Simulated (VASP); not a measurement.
# Au (Fm-3m) in VASP: further runs, part 3 of 3

VASP 6.6.1. Earlier steps stand in the parts before.

### Step 6. Single point, PBE-based screened hybrid with 25 % exact exchange

This run uses another cell than the first one, of 17.75 Å³/atom.

POSCAR

```
Au
1.0
    0.0000000000      2.0703924997      2.0703924997
    2.0703924997      0.0000000000      2.0703924997
    2.0703924997      2.0703924997      0.0000000000
Au
1
Direct
    0.0000000000      0.0000000000      0.0000000000
```

INCAR.step1

```
ALGO = Normal
EDIFF = 1E-5
ENCUT = 520
GGA = PE
ISIF = 2
ISMEAR = -1
LASPH = True
LCHARG = False
LREAL = False
LWAVE = True
NBANDS = 12
NELM = 100
PREC = Accurate
SIGMA = 0.05
```

INCAR.step2

```
AEXX = 0.25
ALGO = Normal
EDIFF = 1E-6
ENCUT = 520
GGA = PE
HFSCREEN = 0.3
ISIF = 2
ISMEAR = -1
ISTART = 1
LASPH = True
LCHARG = False
LHFCALC = True
LREAL = False
LWAVE = False
NBANDS = 12
NELM = 100
PREC = Accurate
PRECFOCK = Normal
SIGMA = 0.05
```

KPOINTS

```
k-points
0
Gamma
  6 6 6
```

Potentials or basis: VASP PAW PBE potentials, release 64 (Au).

Started as:

```sh
$ cat potpaw_PBE.64/Au/POTCAR > POTCAR
$ cp INCAR.step1 INCAR
$ mpirun -np 1 vasp_std > vasp.out
$ cp INCAR.step2 INCAR
$ mpirun -np 1 vasp_std > vasp.out
```

OUTCAR:

```text
AEXX = 0.25
   EDIFF = 1E-6
   ENCUT = 520
   GGA = PE
   HFSCREEN = 0.3
   ISIF = 2
   ISMEAR = -1
   ISTART = 1
   LASPH = True
   LHFCALC = True
   LREAL = False
   NELM = 100
   PREC = Accurate
   PRECFOCK = Normal

 ion  position               nearest neighbor table
   1  0.000  0.000  0.000-

  LATTYP: Found a face centered cubic cell.
 ALAT       =     4.1407849994

  Lattice vectors:

 A1 = (   0.0000000000,   2.0703924997,   2.0703924997)
 A2 = (   2.0703924997,   0.0000000000,   2.0703924997)
 A3 = (   2.0703924997,   2.0703924997,   0.0000000000)

Analysis of symmetry for initial positions (statically):
=====================================================================
 Subroutine PRICEL returns:
 Original cell was already a primitive cell.

 Routine SETGRP: Setting up the symmetry group for a
 face centered cubic supercell.

 Subroutine GETGRP returns: Found 48 space group operations
 (whereof 48 operations were pure point group operations)
 out of a pool of 48 trial point group operations.

The static configuration has the point symmetry O_h .

Analysis of symmetry for dynamics (positions and initial velocities):
=====================================================================
 Subroutine PRICEL returns:
 Original cell was already a primitive cell.

 Routine SETGRP: Setting up the symmetry group for a
 face centered cubic supercell.

 Subroutine GETGRP returns: Found 48 space group operations
 (whereof 48 operations were pure point group operations)
 out of a pool of 48 trial point group operations.

The dynamic configuration has the point symmetry O_h .

 Subroutine INISYM returns: Found 48 space group operations
 (whereof 48 operations are pure point group operations),
 and found     1 'primitive' translations

----------------------------------------------------------------------------------------

                                     Primitive cell

  volume of cell :      17.7496

  direct lattice vectors                    reciprocal lattice vectors
     0.000000000  2.070392500  2.070392500    -0.241500102  0.241500102  0.241500102
     2.070392500  0.000000000  2.070392500     0.241500102 -0.241500102  0.241500102
     2.070392500  2.070392500  0.000000000     0.241500102  0.241500102 -0.241500102

  length of vectors
     2.927977153  2.927977153  2.927977153     0.418290447  0.418290447  0.418290447

  position of ions in fractional coordinates (direct lattice)
     0.000000000  0.000000000  0.000000000

  ion indices of the primitive-cell ions
   primitive index   ion index
                 1           1

----------------------------------------------------------------------------------------

 KPOINTS: k-points

Automatic generation of k-mesh.
 Grid dimensions read from file:
 generate k-points for:    6    6    6

 Generating k-lattice:

  Cartesian coordinates                     Fractional coordinates (reciprocal lattice)
    -0.040250017  0.040250017  0.040250017     0.166666667  0.000000000  0.000000000
     0.040250017 -0.040250017  0.040250017     0.000000000  0.166666667  0.000000000
[... 35 lines left out ...]
   dimension x,y,z NGXF=    48 NGYF=   48 NGZF=   48
   ions per type =               1
   NGX,Y,Z   is equivalent  to a cutoff of  13.63, 13.63, 13.63 a.u.
   NGXF,Y,Z  is equivalent  to a cutoff of  27.25, 27.25, 27.25 a.u.
 SYSTEM =  unknown system
   PREC   = accura    normal or accurate (medium, high low for compatibility)
   ISTART =      1    job   : 0-new  1-cont  2-samecut
   ICHARG =      0    charge: 1-file 2-atom 10-const
   ISPIN  =      1    spin polarized calculation?
   LNONCOLLINEAR =      F non collinear calculations
   LSORBIT =      F    spin-orbit coupling
   LASPH  =      T    aspherical Exc in radial PAW
   ENCUT  =  520.0 eV  38.22 Ry    6.18 a.u.   5.44  5.44  5.44*2*pi/ulx,y,z
   NELM   =    100;   NELMIN=  2; NELMDL=  0     # of ELM steps
   EDIFF  = 0.1E-05   stopping-criterion for ELM
   LREAL  =      F    real-space projection
   EDIFFG = 0.1E-04   stopping-criterion for IOM
   NSW    =      0    number of steps for IOM
   IBRION =     -1    ionic relax: 0-MD 1-quasi-New 2-CG
   NFREE  =      0    steps in history (QN), initial steepest desc. (CG)
   ISIF   =      2    stress and relaxation
   ISYM   =      3    0-nonsym 1-usesym 2-fastsym
   POTIM  = 0.5000    time-step for ionic-motion
   TEBEG  =    0.0;   TEEND  =   0.0 temperature during run
   PSTRESS=    0.0 pullay stress
   NELECT =      11.0000    total number of electrons
   NUPDOWN=      -1.0000    fix difference up-down
   EMIN   =  10.00;   EMAX   =-10.00  energy-range for DOS
   EFERMI =   0.00;   METHOD = LEGACY
   ISMEAR =    -1;   SIGMA  =   0.05  broadening in eV -4-tet -1-fermi 0-gaus
   EFERMI_NEDOS =   21; number of points for ismear=-14 and -15
   IALGO  =     38    algorithm
   IMIX   =      1    mixing-type and parameters
     AMIX     =   0.40;   BMIX     =  1.00
     AMIX_MAG =   1.60;   BMIX_MAG =  1.00
  volume/ion in A,a.u.               =      17.75       119.78
  Fermi-wavevector in a.u.,A,eV,Ry     =   1.395757  2.637598 26.506008  1.948137
  Thomas-Fermi vector in A             =   2.519177
   LORBIT       =      0    0 simple, 1 ext, 2 COOP (PROOUT), +10 PAW based schemes
   GGA     = PE    functional components
   LHFCALC =     T    Hartree Fock is set to
   PRECFOCK=normal    Normal, Fast or Accurate (Low or Medium for compatibility)
   ENCUT4O =  -1.0   cutoff for four orbital integrals eV
   NKREDX  =     1    reduce k-point grid by
   NKREDY  =     1    reduce k-point grid by
   NKREDZ  =     1    reduce k-point grid by
   AEXX    =    0.2500 exact exchange contribution
   HFSCREEN=    0.3000 screening length (either q_TF or 0.3 A-1)
   HFSCREENC=   0.3000 screening length for correlation (either q_TF or 0.3 A-1)
   ENCUTFOCK=  -1.0 apply spherical cutoff to Coloumb kernel
   IVDW    =     0    specifies the selected vdW correction
   LEPSILON=     F    determine dielectric tensor
   LRPA    =     F    only Hartree local field effects (RPA)
 non-spin polarized calculation
  energy-cutoff  :      520.00
  volume of cell :       17.75
 maximum number of plane-waves:       531
 NGX is ok and might be reduce to    24
  NGX = 18; NGY = 18; NGZ = 18

 number of electron      11.0000002 magnetization

 Free energy of the ion-electron system (eV)
  ---------------------------------------------------
  ext. energy  EPLUGINS =         0.00000000
  ---------------------------------------------------
  free energy    TOTEN  =        -3.28102226 eV

  energy without entropy =       -3.27350991  energy(sigma->0) =       -3.27726609

 E-fermi :   8.3092     XC(G=0): -10.3326

 val. band max:        8.2832194940   @ k =   0.5000   0.3333   0.1667
 cond. band min:       9.1977122503   @ k =   0.5000   0.1667   0.0000
 fundamental gap:      0.9144927563
 Fermi energy:         8.3092307478

 k-point     1 :       0.0000    0.0000    0.0000
  band No.  band energies     occupation
      1      -1.6293      2.00000
      2       3.1369      2.00000
      3       3.1369      2.00000
      4       3.1369      2.00000
      5       4.5929      2.00000
      6       4.5929      2.00000
      7      24.0009      0.00000
      8      27.9443      0.00000
      9      27.9443      0.00000
     10      27.9443      0.00000
     11      32.6226      0.00000
     12      37.1642      0.00000
[... 211 lines left out ...]
 k-point    16 :      -0.3333    0.5000    0.1667
  band No.  band energies     occupation
      1       1.5587      2.00000
      2       1.8434      2.00000
      3       3.9784      2.00000
      4       4.9278      2.00000
      5       6.2138      2.00000
      6      13.0358      0.00000
      7      14.0982      0.00000
      8      17.2709      0.00000
      9      18.4980      0.00000
     10      30.2639      0.00000
     11      30.8018      0.00000
     12      34.3533      0.00000

------------------------ aborting loop because EDIFF is reached ----------------------------------------

  FORCE on cell =-STRESS in cart. coord.  units (eV):
  Direction    XX          YY          ZZ          XY          YZ          ZX
  --------------------------------------------------------------------------------------
  -------------------------------------------------------------------------------------
  Total       -0.0024211     -0.0024211     -0.0024211      0.0000000     -0.0000000      0.0000000
  in kB       -0.2185392     -0.2185392     -0.2185392      0.0000000     -0.0000000      0.0000000
  external PRESSURE =      -0.2185392 kB  Pullay stress =       0.0000000 kB

 VOLUME and BASIS-vectors are now :
 -----------------------------------------------------------------------------
  energy-cutoff  :      520.00
  volume of cell :       17.75
      direct lattice vectors                 reciprocal lattice vectors
     0.000000000  2.070392500  2.070392500    -0.241500102  0.241500102  0.241500102
     2.070392500  0.000000000  2.070392500     0.241500102 -0.241500102  0.241500102
     2.070392500  2.070392500  0.000000000     0.241500102  0.241500102 -0.241500102

 POSITION                                       TOTAL-FORCE (eV/Angst)
 -----------------------------------------------------------------------------------
      0.00000      0.00000      0.00000        -0.000000      0.000000     -0.000000
 -----------------------------------------------------------------------------------
    total drift:                               -0.000000     -0.000000     -0.000000

  FREE ENERGIE OF THE ION-ELECTRON SYSTEM (eV)
  ---------------------------------------------------
  free  energy   TOTEN  =        -3.2810222583 eV

  energy  without entropy=       -3.2735099118  energy(sigma->0) =       -3.27726609
```

Wall time 5.5 min (1 thread of Intel Xeon 6975P-C (Granite Rapids), shared host); peak memory 0.23 GiB.

Results:

```
Free energy            : -3.2810 eV
Pressure               : 0.0 GPa
Band gap on the k mesh : zero (an odd number of electrons rules out a gap without spin polarisation)
```

Levels at points of the mesh, in eV from the Fermi level:
| k point | band 3 | band 4 | band 5 | band 6 | band 7 | band 8 | band 9 | band 10 |
| --- | --- | --- | --- | --- | --- | --- | --- | --- |
| (0.00, 0.00, 0.00) | -5.17 | -5.17 | -3.72 | -3.72 | 15.69 | 19.64 | 19.64 | 19.64 |
| (0.50, 0.00, 0.00) | -5.22 | -2.45 | -2.45 | -0.54 | 3.57 | 15.08 | 18.20 | 18.20 |
| (0.50, 0.50, 0.00) | -2.55 | -2.10 | -2.10 | 1.58 | 6.51 | 10.94 | 10.94 | 18.01 |

Caveat: the k points lie up to 0.44 Å⁻¹ apart, too coarse for converged energies and pressures of a metal; the PAW data sets were made with another functional, which shifts forces and pressure a little; spin-orbit coupling is left out, which moves the levels of the heavy elements.

### Step 7. The runs side by side

```csv
task,level,U,cell,k mesh,cutoff (eV),smearing,grid for exact exchange (PRECFOCK),share of exact exchange,screening parameter,gap on the mesh (eV),pressure (GPa)
single point,HF,-,"a = 2.916 Å, angles 60.0°, 1 atom",6 × 6 × 6,520,fermi-dirac 0.05 eV,Normal,1,-,none,17.4
single point,HF,-,"a = 2.934 Å, angles 60.0°, 1 atom",6 × 6 × 6,520,fermi-dirac 0.05 eV,Normal,1,-,none,14.2
single point,r2SCAN+D4+U,Au d U = 8.0 eV,"a = 2.922 Å, angles 60.0°, 1 atom",11 × 11 × 11,520,methfessel-paxton 0.1 eV,-,-,-,none,-5.2
relaxation of cell and atoms,r2SCAN+D4+U,Au d U = 8.0 eV,"relaxed from a = 2.878 Å, angles 60.0°, 1 atom",11 × 11 × 11,600,methfessel-paxton 0.1 eV,-,-,-,none,0.0
single point,PBE-based screened hybrid with 25 % exact exchange,-,"a = 2.928 Å, angles 60.0°, 1 atom",6 × 6 × 6,520,fermi-dirac 0.05 eV,Normal,0.25,0.3 1/Å,none,0.0
```

Alike in all rows: potentials or basis VASP PAW PBE potentials, release 64 (Au); no spin polarisation.

Caveats: some runs use coarse meshes; the PAW data sets were made with another functional, which shifts forces and pressure a little; spin-orbit coupling is left out, which moves the levels of the heavy elements; U without spin polarisation on a metal has little footing (at least some runs); the U is typed as a test and isn't derived for this compound (at least some runs); the cell stands under tension (at least some runs).

Absolute energies hang on the potentials; compare differences alone.
